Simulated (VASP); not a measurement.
## Cd4SeS3: single point with PBE

Crystal: Cd4SeS3.

```
CELL_PARAMETERS angstrom
4.24184 0.00000 0.00000
0.00000 4.24184 0.00000
0.00000 0.00000 11.96146
ATOMIC_POSITIONS crystal
Cd 0.50000 0.00000 0.62161
Cd 0.00000 0.50000 0.86557
Cd 0.50000 0.00000 0.13443
Cd 0.00000 0.50000 0.37839
Se 0.00000 0.00000 0.00000
S 0.50000 0.50000 0.25656
S 0.00000 0.00000 0.50000
S 0.50000 0.50000 0.74344
```

```yaml
Program: VASP 6.6.1
Task: single point
Functional: PBE
Potentials_or_basis: VASP PAW PBE potentials, release 64 (Cd, Se, S)
Cutoff: 520 eV
k_mesh: 4 × 4 × 2
Occupations: gaussian, width 0.1 eV
Spin: no spin polarisation
```

The pressure is 0.3 GPa and the band gap on the k mesh is 0.84 eV.

Stress tensor (GPa, compression positive):
```
0.38 0.00 0.00
0.00 0.38 0.00
0.00 0.00 0.28
```

Levels at points of the mesh, in eV from the valence-band top:
```
           k point  band 33  band 34  band 35  band 36  band 37  band 38  band 39  band 40
(0.00, 0.00, 0.00)    -0.86    -0.06     0.00     0.00     0.84     3.32     3.35     3.48
(0.50, 0.00, 0.00)    -0.88    -0.75    -0.72    -0.33     2.67     2.76     3.89     3.96
(0.50, 0.50, 0.00)    -1.84    -1.74    -1.74    -1.63     3.36     3.57     4.07     4.07
(0.00, 0.00, 0.50)    -0.48    -0.48    -0.17    -0.17     1.98     2.05     3.62     3.71
(0.50, 0.00, 0.50)    -0.89    -0.89    -0.88    -0.33     3.19     3.31     3.31     3.35
(0.50, 0.50, 0.50)    -1.96    -1.87    -1.87    -1.73     3.97     4.19     4.22     4.25
```

It took 56 s on 1 thread of Intel(R) Xeon(R) 6975P-C (Granite Rapids) (shared host), peak memory 0.33 GiB.
